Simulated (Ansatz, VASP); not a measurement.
# HfN: VASP beside Ansatz

```
CELL_PARAMETERS angstrom
0.00000 2.14091 2.14091
2.14091 0.00000 2.14091
2.14091 2.14091 0.00000
ATOMIC_POSITIONS crystal
Hf 0.00000 0.00000 0.00000
N 0.50000 0.50000 0.50000
```

Change from the starting cell: volume scaled by 0.88, PAW files.

Alike in both runs: task single point; functional LDA; k mesh 15 × 15 × 15; occupations fermi-dirac, width 0.1 eV; no spin polarisation.

```csv
,VASP,Ansatz
version,VASP 6.6.1,Ansatz 0.2.0
potentials or method,"VASP PAW LDA potentials, release 64 (Hf_pv, N)","PAW with Ansatz's default frozen-core files, scalar-relativistic"
plane-wave cutoff (eV),520,420
valence electrons in the cell,15,31
```

```csv
,VASP,Ansatz,Ansatz less VASP
pressure (GPa),49.9,50.5,+0.66
```

LDA's correlation is that of Perdew and Zunger in VASP and of Perdew and Wang (1992) in Ansatz. Both programs put the cell under a high pressure, so it lies far from rest at this level. VASP's potentials hold 15 valence electrons a cell and Ansatz's 31, so a difference there can come from the potentials and not from the codes.

Neither program's run includes spin-orbit coupling.
